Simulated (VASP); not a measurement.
Write the native input for VASP 6.6.1 that does the following.

```yaml
Task: relaxation of cell and atoms
Functional: PBEsol
Potentials_or_basis: VASP PAW PBE potentials, release 64 (Y_sv, Zn)
Cutoff: 600 eV
k_mesh: 12 × 12 × 12
Occupations: fermi-dirac, width 0.1 eV
Spin: no spin polarisation
Target_pressure: 5 GPa
Dipole_correction: no
Further_INCAR_settings: ALGO = Normal; EDIFF = 1e-07; IBRION = 2; EDIFFG = -0.002; NSW = 100; ISIF = 3
```

The structure of YZn lies in POSCAR:

```
YZn
1.0
    3.5216744436      0.0000000000      0.0000000000
    0.0000000000      3.5216744436      0.0000000000
    0.0000000000      0.0000000000      3.5216744436
Y Zn
1 1
Direct
    0.0000000000      0.0000000000      0.0000000000
    0.5000000000      0.5000000000      0.5000000000
```

These files were run (other wordings do the same):

INCAR

```
SYSTEM = YZn
PREC = Accurate
ENCUT = 600
EDIFF = 1E-7
ISMEAR = -1
SIGMA = 0.1
LREAL = .FALSE.
LASPH = .TRUE.
NELM = 100
ALGO = Normal
ISIF = 3
LWAVE = .FALSE.
LCHARG = .FALSE.
GGA = PS
IBRION = 2
NSW = 100
EDIFFG = -0.002
PSTRESS = 50.0
```

KPOINTS

```
regular mesh
0
G
  12 12 12
  0 0 0
```

Potentials or basis: VASP PAW PBE potentials, release 64 (Y_sv, Zn).

Command:

```bash
$ cat potpaw_PBE.64/Y_sv/POTCAR potpaw_PBE.64/Zn/POTCAR > POTCAR
$ mpirun -np 1 vasp_std > vasp.out
```

Results of the run:

* Relaxed volume: 20.42 Å³/atom
* Relaxed cell: a = 3.444 Å, b = 3.444 Å, c = 3.444 Å, α = 90.00°, β = 90.00°, γ = 90.00°
* Space group after relaxing (to 0.05 Å): Pm-3m (No. 221)
* Energy change on relaxing (the enthalpy is what falls): +20.6 meV/atom
* Ionic steps: 3
* Pressure after relaxing: 5.0 GPa

Caveat: the cell is relaxed towards a set pressure, so the enthalpy falls and the energy may rise; the PAW data sets were made with another functional, which shifts forces and pressure a little.

Wall time 3.2 min on 1 thread of Oxide Virtual Turin-like Processor (shared host), peak memory 0.21 GiB.
